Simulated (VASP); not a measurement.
Runs of VASP 6.6.1 on SrAl2Te3. The structure is that of space group P6/mmm (No. 191), or close to it. The cells are those of the table. 

| task | cell | k mesh | cutoff (eV) | gap on the mesh (eV) | pressure (GPa) | relaxed volume (Å³/atom) |
| --- | --- | --- | --- | --- | --- | --- |
| single point | a = 7.403, b = 7.403, c = 3.872 Å, angles 90.0, 90.0, 120.0°, 6 atoms | 3 × 3 × 4 | 520 | none | (a) | - |
| relaxation of cell and atoms | relaxed from a = 6.698, b = 6.698, c = 4.079 Å, angles 90.0, 90.0, 120.0°, 6 atoms | 3 × 3 × 4 | 600 | none | 0.0 | 30.87 |
| single point | a = 7.502, b = 7.502, c = 3.801 Å, angles 90.0, 90.0, 120.0°, 6 atoms | 6 × 6 × 10 | 520 | none | 0.1 | - |
| relaxation of cell and atoms | relaxed from a = 7.403, b = 7.403, c = 3.872 Å, angles 90.0, 90.0, 120.0°, 6 atoms | 6 × 6 × 10 | 600 | none | 0.0 | 30.93 |

Alike in all rows: level PBE; potentials or basis VASP PAW PBE potentials, release 64 (Sr_sv, Al, Te); no spin polarisation; smearing gaussian 0.1 eV.

Q: Estimate the missing entries.

A: (a) 0.3.

Caveats: some runs use coarse meshes; spin-orbit coupling is left out, which moves the levels of the heavy elements; the volume moved by over 15 % at a fixed basis, so the end points are rough (at least some runs).

A k mesh can miss the band edges, and the runs leave out spin-orbit coupling on Sr, Te.

A gap of «none» marks levels without a gap at the run's occupations.
